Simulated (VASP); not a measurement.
# ZrMo3 (Pm-3n) in VASP: a series of runs

The runs below take ZrMo3 through relaxation of cell and atoms, single point, with PBE.

Program: VASP 6.6.1. These are calculated values, not measurements. Logs are shortened: lines on timing, memory, paths and dates and some standing lists are left out, and cuts for length are marked.

### 1 The cell of the first run

The structure is cubic, space group Pm-3n (No. 223). Conventional cell: a = 4.942 Å, b = 4.942 Å, c = 4.942 Å, α = 90.00°, β = 90.00°, γ = 90.00°. Within 3.6 Å of Zr (site symmetry m-3) lie 12 Mo at 2.76 Å. Mo (site symmetry -4m2) has 10 Mo at 2.47 to 3.03 Å and 4 Zr at 2.76 Å within 3.3 Å.

### 2 Relaxation of cell and atoms, PBE

Contents of INCAR:

```
PREC     = Accurate       # precision mode
ENCUT    = 600            # plane-wave cutoff, eV
EDIFF    = 1E-6           # SCF threshold, eV
ISMEAR   = 0              # smearing method
SIGMA    = 0.1            # smearing width, eV
LREAL    = False          # projectors in reciprocal space
LASPH    = True           # aspherical terms in the spheres
NELM     = 60             # most SCF steps
ALGO     = Fast           # electronic algorithm
ISIF     = 3              # what is computed and relaxed
LWAVE    = False          # write WAVECAR
LCHARG   = False          # write CHGCAR
GGA      = PE             # functional
IBRION   = 2              # ionic algorithm
NSW      = 90             # ionic steps
EDIFFG   = -0.04          # ionic threshold
```

Contents of KPOINTS:

```
regular mesh
0
Gamma
  4 4 4
```

Contents of POSCAR:

```
ZrMo3
1.0
    4.9420000000      0.0000000000      0.0000000000
    0.0000000000      4.9420000000      0.0000000000
    0.0000000000      0.0000000000      4.9420000000
Zr Mo
2 6
Direct
    0.0000000000      0.0000000000      0.0000000000
    0.5000000000      0.5000000000      0.5000000000
    0.2500000000      0.0000000000      0.5000000000
    0.5000000000      0.7500000000      0.0000000000
    0.7500000000      0.0000000000      0.5000000000
    0.5000000000      0.2500000000      0.0000000000
    0.0000000000      0.5000000000      0.7500000000
    0.0000000000      0.5000000000      0.2500000000
```

Potentials or basis: VASP PAW PBE potentials, release 64 (Zr_sv, Mo_sv).

The run is started by

```
$ cat potpaw_PBE.64/Zr_sv/POTCAR potpaw_PBE.64/Mo_sv/POTCAR > POTCAR
$ mpirun -np 1 vasp_std > vasp.out
```

OUTCAR:

```text
PREC = Accurate
   ENCUT = 600
   EDIFF = 1E-6
   ISMEAR = 0
   LREAL = False
   LASPH = True
   NELM = 60
   ISIF = 3
   GGA = PE
   IBRION = 2
   NSW = 90
   EDIFFG = -0.04

 ion  position               nearest neighbor table
   1  0.000  0.000  0.000-   3 2.76   4 2.76   5 2.76   6 2.76   7 2.76   8 2.76   3 2.76   5 2.76
                             7 2.76   8 2.76   4 2.76   6 2.76
   2  0.500  0.500  0.500-   3 2.76   4 2.76   5 2.76   6 2.76   7 2.76   8 2.76   4 2.76   6 2.76
                             3 2.76   5 2.76   7 2.76   8 2.76
   3  0.250  0.000  0.500-   5 2.47   5 2.47   1 2.76   1 2.76   2 2.76   2 2.76   8 3.03   4 3.03
                             4 3.03   6 3.03   6 3.03   7 3.03   8 3.03   7 3.03
   4  0.500  0.750  0.000-   6 2.47   6 2.47   1 2.76   2 2.76   2 2.76   1 2.76   8 3.03   5 3.03
                             3 3.03   5 3.03   3 3.03   7 3.03   7 3.03   8 3.03
   5  0.750  0.000  0.500-   3 2.47   3 2.47   1 2.76   1 2.76   2 2.76   2 2.76   8 3.03   4 3.03
                             4 3.03   6 3.03   6 3.03   7 3.03   8 3.03   7 3.03
   6  0.500  0.250  0.000-   4 2.47   4 2.47   1 2.76   2 2.76   2 2.76   1 2.76   8 3.03   3 3.03
                             3 3.03   5 3.03   5 3.03   7 3.03   7 3.03   8 3.03
   7  0.000  0.500  0.750-   8 2.47   8 2.47   1 2.76   2 2.76   1 2.76   2 2.76   3 3.03   4 3.03
                             5 3.03   3 3.03   5 3.03   6 3.03   4 3.03   6 3.03
   8  0.000  0.500  0.250-   7 2.47   7 2.47   1 2.76   2 2.76   1 2.76   2 2.76   3 3.03   4 3.03
                             5 3.03   3 3.03   5 3.03   6 3.03   4 3.03   6 3.03

  LATTYP: Found a simple cubic cell.
 ALAT       =     4.9420000000

  Lattice vectors:

 A1 = (   4.9420000000,   0.0000000000,   0.0000000000)
 A2 = (   0.0000000000,   4.9420000000,   0.0000000000)
 A3 = (   0.0000000000,   0.0000000000,   4.9420000000)

Analysis of symmetry for initial positions (statically):
=====================================================================
 Subroutine PRICEL returns:
 Original cell was already a primitive cell.

 Routine SETGRP: Setting up the symmetry group for a
 simple cubic supercell.

 Subroutine GETGRP returns: Found 48 space group operations
 (whereof 24 operations were pure point group operations)
 out of a pool of 48 trial point group operations.

The static configuration has the point symmetry T_h .
 The point group associated with its full space group is O_h .

Analysis of symmetry for dynamics (positions and initial velocities):
=====================================================================
 Subroutine PRICEL returns:
 Original cell was already a primitive cell.

 Routine SETGRP: Setting up the symmetry group for a
 simple cubic supercell.

 Subroutine GETGRP returns: Found 48 space group operations
 (whereof 24 operations were pure point group operations)
 out of a pool of 48 trial point group operations.

The dynamic configuration has the point symmetry T_h .
 The point group associated with its full space group is O_h .

 Subroutine INISYM returns: Found 48 space group operations
 (whereof 24 operations are pure point group operations),
 and found     1 'primitive' translations

----------------------------------------------------------------------------------------

                                     Primitive cell

  volume of cell :     120.7003

  direct lattice vectors                    reciprocal lattice vectors
     4.942000000  0.000000000  0.000000000     0.202347228  0.000000000  0.000000000
     0.000000000  4.942000000  0.000000000     0.000000000  0.202347228  0.000000000
     0.000000000  0.000000000  4.942000000     0.000000000  0.000000000  0.202347228

  length of vectors
     4.942000000  4.942000000  4.942000000     0.202347228  0.202347228  0.202347228

  position of ions in fractional coordinates (direct lattice)
     0.000000000  0.000000000  0.000000000
     0.500000000  0.500000000  0.500000000
     0.250000000  0.000000000  0.500000000
     0.500000000  0.750000000  0.000000000
     0.750000000  0.000000000  0.500000000
     0.500000000  0.250000000  0.000000000
     0.000000000  0.500000000  0.750000000
     0.000000000  0.500000000  0.250000000

  ion indices of the primitive-cell ions
   primitive index   ion index
                 1           1
                 2           2
                 3           3
                 4           4
                 5           5
                 6           6
                 7           7
                 8           8

----------------------------------------------------------------------------------------

 KPOINTS: regular mesh

Automatic generation of k-mesh.
 Grid dimensions read from file:
 generate k-points for:    4    4    4

 Generating k-lattice:

  Cartesian coordinates                     Fractional coordinates (reciprocal lattice)
     0.050586807  0.000000000  0.000000000     0.250000000  0.000000000  0.000000000
     0.000000000  0.050586807  0.000000000     0.000000000  0.250000000  0.000000000
     0.000000000  0.000000000  0.050586807     0.000000000  0.000000000  0.250000000

  Length of vectors
     0.050586807  0.050586807  0.050586807

  Shift w.r.t. Gamma in fractional coordinates (k-lattice)
     0.000000000  0.000000000  0.000000000

 Subroutine IBZKPT returns following result:
 ===========================================

 Found     10 irreducible k-points:

 Following reciprocal coordinates:
            Coordinates               Weight
  0.000000  0.000000  0.000000      1.000000
  0.250000  0.000000  0.000000      6.000000
  0.500000  0.000000  0.000000      3.000000
  0.250000  0.250000  0.000000     12.000000
  0.500000  0.250000  0.000000     12.000000
  0.500000  0.500000  0.000000      3.000000
  0.250000  0.250000  0.250000      8.000000
  0.500000  0.250000  0.250000     12.000000
  0.500000  0.500000  0.250000      6.000000
  0.500000  0.500000  0.500000      1.000000
   k-points           NKPTS =     10   k-points in BZ     NKDIM =     10   number of bands    NBANDS=     64
   number of dos      NEDOS =    301   number of ions     NIONS =      8
   total plane-waves  NPLWV =  64000
   dimension x,y,z NGX =    40 NGY =   40 NGZ =   40
   dimension x,y,z NGXF=    80 NGYF=   80 NGZF=   80
   ions per type =               2   6
   NGX,Y,Z   is equivalent  to a cutoff of  13.46, 13.46, 13.46 a.u.
   NGXF,Y,Z  is equivalent  to a cutoff of  26.91, 26.91, 26.91 a.u.
 SYSTEM =  unknown system
   PREC   = accura    normal or accurate (medium, high low for compatibility)
   ISTART =      0    job   : 0-new  1-cont  2-samecut
   ICHARG =      2    charge: 1-file 2-atom 10-const
   ISPIN  =      1    spin polarized calculation?
   LNONCOLLINEAR =      F non collinear calculations
   LSORBIT =      F    spin-orbit coupling
   LASPH  =      T    aspherical Exc in radial PAW
   ENCUT  =  600.0 eV  44.10 Ry    6.64 a.u.   9.87  9.87  9.87*2*pi/ulx,y,z
   NELM   =     60;   NELMIN=  2; NELMDL= -5     # of ELM steps
   EDIFF  = 0.1E-05   stopping-criterion for ELM
   LREAL  =      F    real-space projection
   EDIFFG = -.4E-01   stopping-criterion for IOM
   NSW    =     90    number of steps for IOM
   IBRION =      2    ionic relax: 0-MD 1-quasi-New 2-CG
   NFREE  =      1    steps in history (QN), initial steepest desc. (CG)
   ISIF   =      3    stress and relaxation
   ISYM   =      2    0-nonsym 1-usesym 2-fastsym
   POTIM  = 0.5000    time-step for ionic-motion
   TEBEG  =    0.0;   TEEND  =   0.0 temperature during run
   PSTRESS=    0.0 pullay stress
   NELECT =     108.0000    total number of electrons
   NUPDOWN=      -1.0000    fix difference up-down
   EMIN   =  10.00;   EMAX   =-10.00  energy-range for DOS
   EFERMI =   0.00;   METHOD = LEGACY
   ISMEAR =     0;   SIGMA  =   0.10  broadening in eV -4-tet -1-fermi 0-gaus
   EFERMI_NEDOS =   21; number of points for ismear=-14 and -15
   IALGO  =     68    algorithm
   IMIX   =      4    mixing-type and parameters
     AMIX     =   0.40;   BMIX     =  1.00
     AMIX_MAG =   1.60;   BMIX_MAG =  1.00
  volume/ion in A,a.u.               =      15.09       101.82
  Fermi-wavevector in a.u.,A,eV,Ry     =   1.577539  2.981116 33.859842  2.488628
  Thomas-Fermi vector in A             =   2.678206
   LORBIT       =      0    0 simple, 1 ext, 2 COOP (PROOUT), +10 PAW based schemes
   GGA     = PE    functional components
   LHFCALC =     F    Hartree Fock is set to
   AEXX    =    0.0000 exact exchange contribution
   IVDW    =     0    specifies the selected vdW correction
   LEPSILON=     F    determine dielectric tensor
   LRPA    =     F    only Hartree local field effects (RPA)
 conjugate gradient relaxation of ions
 non-spin polarized calculation
 RMM-DIIS sequential band-by-band and
 Gauss-broadening in eV      SIGMA  =   0.10
  energy-cutoff  :      600.00
  volume of cell :      120.70
 maximum number of plane-waves:      4068
 NGX is ok and might be reduce to    40
   NGX = 19   NGY = 19   NGZ = 19

--------------------------------------- Ionic step        1  -------------------------------------------

 number of electron     107.9999994 magnetization

 Free energy of the ion-electron system (eV)
  ---------------------------------------------------
  ext. energy  EPLUGINS =         0.00000000
  ---------------------------------------------------
  free energy    TOTEN  =       -78.87266502 eV

  energy without entropy =      -78.84699735  energy(sigma->0) =      -78.85983119

------------------------ aborting loop because EDIFF is reached ----------------------------------------

  FORCE on cell =-STRESS in cart. coord.  units (eV):
  Direction    XX          YY          ZZ          XY          YZ          ZX
  --------------------------------------------------------------------------------------
  -------------------------------------------------------------------------------------
  Total       28.9272354     28.9272354     28.9272354      0.0000000      0.0000000     -0.0000000
  in kB      383.9806051    383.9806051    383.9806051      0.0000000      0.0000000     -0.0000000
  external PRESSURE =     383.9806051 kB  Pullay stress =       0.0000000 kB
[... 27 lines left out ...]
  energy  without entropy=      -78.8469973541  energy(sigma->0) =      -78.85983119

--------------------------------------- Ionic step        2  -------------------------------------------

 number of electron     107.9999973 magnetization

 E-fermi :   6.8582     XC(G=0): -10.9812

 val. band max:        6.8544630263   @ k =   0.2500   0.0000   0.0000
 cond. band min:       6.8921808133   @ k =   0.2500   0.2500   0.0000
 fundamental gap:      0.0377177871
 Fermi energy:         6.8582473935

 k-point     1 :       0.0000    0.0000    0.0000
  band No.  band energies     occupation
      1     -54.1742      2.00000
      2     -54.1640      2.00000
      3     -54.1640      2.00000
      4     -54.1153      2.00000
      5     -54.1153      2.00000
      6     -54.1153      2.00000
[... 782 lines left out ...]
  energy  without entropy=      -80.8657333431  energy(sigma->0) =      -80.89070554

--------------------------------------- Ionic step        5  -------------------------------------------

 number of electron     107.9999969 magnetization

 Free energy of the ion-electron system (eV)
  ---------------------------------------------------
  ext. energy  EPLUGINS =         0.00000000
  ---------------------------------------------------
  free energy    TOTEN  =       -80.91631976 eV

  energy without entropy =      -80.86659933  energy(sigma->0) =      -80.89145955

 E-fermi :  10.9080     XC(G=0): -12.6648

 val. band max:       10.8886193380   @ k =   0.2500   0.2500   0.0000
 cond. band min:      10.9165535103   @ k =   0.5000   0.2500   0.0000
 fundamental gap:      0.0279341723
 Fermi energy:        10.9079956181

 k-point     1 :       0.0000    0.0000    0.0000
  band No.  band energies     occupation
      1     -49.8162      2.00000
      2     -49.7629      2.00000
      3     -49.7629      2.00000
      4     -49.5856      2.00000
      5     -49.5856      2.00000
      6     -49.5856      2.00000
[... 694 lines left out ...]
  FREE ENERGIE OF THE ION-ELECTRON SYSTEM (eV)
  ---------------------------------------------------
  free  energy   TOTEN  =       -80.9163197632 eV

  energy  without entropy=      -80.8665993300  energy(sigma->0) =      -80.89145955

 reached required accuracy - stopping structural energy minimisation
```

It took 11 min on 1 thread of Oxide Virtual Turin-like, shared host; peak memory 0.26 GiB.

What came out:

| Item | Value |
| --- | --- |
| Free energy | -80.9163 eV |
| Relaxed volume | 17.51 Å³/atom |
| Relaxed cell | a = 5.193 Å, b = 5.193 Å, c = 5.193 Å, α = 90.00°, β = 90.00°, γ = 90.00° |
| Space group after relaxing (to 0.1 Å) | Pm-3n (No. 223) |
| Pressure after relaxing | 0.0 GPa |
| Band gap on the k mesh | zero (bands 54 and 55 overlap by 0.69 eV) |

Final structure:
```
CELL_PARAMETERS angstrom
5.19317 0.00000 0.00000
0.00000 5.19317 0.00000
0.00000 0.00000 5.19317
ATOMIC_POSITIONS crystal
Zr 0.00000 0.00000 0.00000
Zr 0.50000 0.50000 0.50000
Mo 0.25000 0.00000 0.50000
Mo 0.50000 0.75000 0.00000
Mo 0.75000 0.00000 0.50000
Mo 0.50000 0.25000 0.00000
Mo 0.00000 0.50000 0.75000
Mo 0.00000 0.50000 0.25000
```

Caveat: the volume moved by over 15 % at a fixed basis, so the end points are rough. Zero-point motion and thermal expansion aren't in these numbers.

### 3 Single point, PBE

This run uses another cell than the first one, of 17.48 Å³/atom.

Contents of INCAR:

```
  ALGO = Fast
  EDIFF = 1E-6
  ENCUT = 520
  GGA = PE
  ISIF = 2
  ISMEAR = 0
  LASPH = T
  LCHARG = F
  LREAL = F
  LWAVE = F
  NBANDS = 64
  NELM = 60
  PREC = Accurate
  SIGMA = 0.1
```

Contents of KPOINTS:

```
k-points
0
Gamma
  8 8 8
```

POSCAR, as its differences from that of step 2:

```diff
@@ -2,5 +2,5 @@
 1.0
-    4.9420000000      0.0000000000      0.0000000000
-    0.0000000000      4.9420000000      0.0000000000
-    0.0000000000      0.0000000000      4.9420000000
+    5.1908205919      0.0000000000      0.0000000000
+    0.0000000000      5.1908205919      0.0000000000
+    0.0000000000      0.0000000000      5.1908205919
 Zr Mo
```

Potentials or basis: VASP PAW PBE potentials, release 64 (Zr_sv, Mo_sv).

The run is started by

```
$ cat potpaw_PBE.64/Zr_sv/POTCAR potpaw_PBE.64/Mo_sv/POTCAR > POTCAR
$ mpirun -np 1 vasp_std > vasp.out
```

Run time: 5.5 min. Hardware: 1 thread of Oxide Virtual Turin-like, shared host; peak memory 0.36 GiB.

The run converged. Its results:

- Free energy: -80.9118 eV
- Pressure: 0.3 GPa
- Band gap on the k mesh: zero (bands 54 and 55 overlap by 0.80 eV)

Levels at points of the mesh, in eV from the Fermi level:
```tsv
k point	band 51	band 52	band 53	band 54	band 55	band 56	band 57	band 58
(0.00, 0.00, 0.00)	-0.64	-0.64	-0.35	-0.35	1.08	1.08	1.08	1.20
(0.50, 0.00, 0.00)	-0.31	-0.31	-0.10	-0.10	0.35	0.35	0.71	0.71
(0.50, 0.50, 0.00)	-0.85	-0.85	-0.67	-0.67	-0.11	0.26	0.41	0.52
(0.50, 0.50, 0.50)	-0.60	-0.60	-0.60	-0.60	-0.60	-0.60	1.20	1.20
```

The gap in the log of VASP goes by the Fermi energy; the results here count the filled bands.